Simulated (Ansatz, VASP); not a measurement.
# AlSnH4: VASP beside Ansatz

The input INCAR:

```
SYSTEM = AlSnH4
ALGO = Normal
EDIFF = 1E-7
EDIFFG = -0.04
ENCUT = 600
GGA = PE
IBRION = 2
ISIF = 3
ISMEAR = 0
LASPH = .True.
LCHARG = .False.
LREAL = .False.
LWAVE = .False.
NELM = 80
NSW = 90
PREC = Accurate
SIGMA = 0.1
```

The input KPOINTS:

```
k-points
0
Gamma
  6 6 4
  0 0 0
```

The input POSCAR:

```
AlSnH4
1.0
    3.4000882943      0.0000000000      0.0000000000
    0.0000000000      3.4000882943      0.0000000000
    0.0000000000      0.0000000000      5.9644067624
Al Sn H
1 1 4
Direct
    0.0000000000      0.0000000000      0.0000000000
    0.5000000000      0.5000000000      0.5000000000
    0.0000000000      0.0000000000      0.7062680874
    0.5000000000      0.0000000000      0.0000000000
    0.0000000000      0.5000000000      0.0000000000
    0.0000000000      0.0000000000      0.2937319126
```

Input for Ansatz:

```yaml
crystal:
  lattice:
    - [3.4000882943, 0.0, 0.0]
    - [0.0, 3.4000882943, 0.0]
    - [0.0, 0.0, 5.9644067624]
  atoms:
    - { symbol: Al, position: [0.0, 0.0, 0.0] }
    - { symbol: Sn, position: [0.5, 0.5, 0.5] }
    - { symbol: H, position: [0.0, 0.0, 0.7062680874] }
    - { symbol: H, position: [0.5, 0.0, 0.0] }
    - { symbol: H, position: [0.0, 0.5, 0.0] }
    - { symbol: H, position: [0.0, 0.0, 0.2937319126] }
basis:
  ecutwfc: 420
kpoints:
  mp_grid: { grid: [6, 6, 4] }
hamiltonian:
  xc: pbe
scf:
  occupations: { method: gaussian, width: 0.1 }
  lower_state_search: "off"
output:
  forces: true
  stress: true
  eigenvalues: true
relax:
  adjacent_minimum: "off"
  f_tol: 0.04
  max_steps: 70
  cell: { stress_tol: 0.4 }
```

Alike in both runs: task relaxation of cell and atoms; functional PBE; k mesh 6 × 6 × 4; occupations gaussian, width 0.1 eV; no spin polarisation.

|  | VASP | Ansatz |
| --- | --- | --- |
| version | VASP 6.6.1 | Ansatz 0.2.0 |
| potentials or method | VASP PAW PBE potentials, release 64 (Al, Sn_d, H), cutoff 600 eV | scalar-relativistic, plane waves, PAW |
| valence electrons in the cell | 21 | 21 |

VASP gave:

| Item | Value |
| --- | --- |
| gap on the k mesh at the Fermi level, each at its own relaxed structure (eV) | none |
| relaxed volume (Å³/atom) | 11.15 |
| relaxed length of the cell vector where the two differ most in proportion (Å) | 5.790 |

Problem. What did Ansatz give for the same quantities?

Solution. gap on the k mesh at the Fermi level, each at its own relaxed structure (eV): none; relaxed volume (Å³/atom): 11.14; relaxed length of the cell vector where the two differ most in proportion (Å): 5.759.

A gap of «none» marks a metal or a gap that the smearing closes.
